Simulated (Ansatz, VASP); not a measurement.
## One calculation of WC, two programs

POSCAR

```
WC
1.0
    0.0000000000      2.1049766400      2.0172692800
    2.1049766400      0.0000000000      2.0172692800
    2.1049766400      2.1049766400      0.0000000000
W C
1 1
Direct
    0.0000000000      0.0000000000      0.0000000000
    0.5000000000      0.5000000000      0.5000000000
```

The input INCAR.step1:

```
SYSTEM = WC
ALGO = Normal
EDIFF = 1E-4
ENCUT = 520
GGA = PE
ISMEAR = 0
LASPH = .TRUE.
LCHARG = .FALSE.
LREAL = .FALSE.
LWAVE = .TRUE.
NBANDS = 16
NELM = 100
PREC = Accurate
SIGMA = 0.15
```

Contents of INCAR.step2:

```
SYSTEM = WC
ALGO = Normal
EDIFF = 1E-6
ENCUT = 520
ISIF = 2
ISMEAR = 0
ISTART = 1
LASPH = .TRUE.
LCHARG = .FALSE.
LMIXTAU = .TRUE.
LREAL = .FALSE.
LWAVE = .FALSE.
METAGGA = R2SCAN
NBANDS = 16
NELM = 100
PREC = Accurate
SIGMA = 0.15
```

Contents of KPOINTS:

```
k-points
0
G
  18 18 18
  0 0 0
```

Input for Ansatz:

```yaml
crystal:
  lattice:
    - [0.0, 2.10497664, 2.01726928]
    - [2.10497664, 0.0, 2.01726928]
    - [2.10497664, 2.10497664, 0.0]
  atoms:
    - { symbol: W, position: [0.0, 0.0, 0.0] }
    - { symbol: C, position: [0.5, 0.5, 0.5] }
basis:
  ecutwfc: 500
kpoints:
  mp_grid: { grid: [18, 18, 18] }
hamiltonian:
  xc: r2scan
scf:
  occupations: { method: gaussian, width: 0.15 }
output:
  forces: true
  stress: true
  eigenvalues: true
  write_density: true
  write_potential: true
  elf: true
  volumetric_format: npy
```

Change from the starting cell: strain -0.040 along x and y, -0.080 along z, atoms carried along.

Alike in both runs: task single point; functional r2SCAN; k mesh 18 × 18 × 18; occupations gaussian, width 0.15 eV; no spin polarisation.

```csv
,VASP,Ansatz
version,VASP 6.6.1,Ansatz 0.2.0
potentials or method,"VASP PAW PBE potentials, release 64 (W_sv, C), cutoff 520 eV","scalar-relativistic, plane waves, PAW"
valence electrons in the cell,18,18
```

VASP gave:

| Item | Value |
| --- | --- |
| gap on the k mesh at the Fermi level (eV) | none |
| pressure (GPa) | 84.6 |
| traceless stress, the component that is largest in VASP (GPa) | 35.52 |

Task: What did Ansatz give for the same quantities?

Result: gap on the k mesh at the Fermi level (eV): none; pressure (GPa): 81.5; traceless stress, the component that is largest in VASP (GPa): 35.37.

VASP's potentials were made for PBE, not for r2SCAN. A gap of «none» marks a metal or a gap that the smearing closes. Both programs put the cell under a high pressure, so it lies far from rest at this level.

Neither program's run includes spin-orbit coupling. Noted on VASP's run: the cell as given lies far from equilibrium.
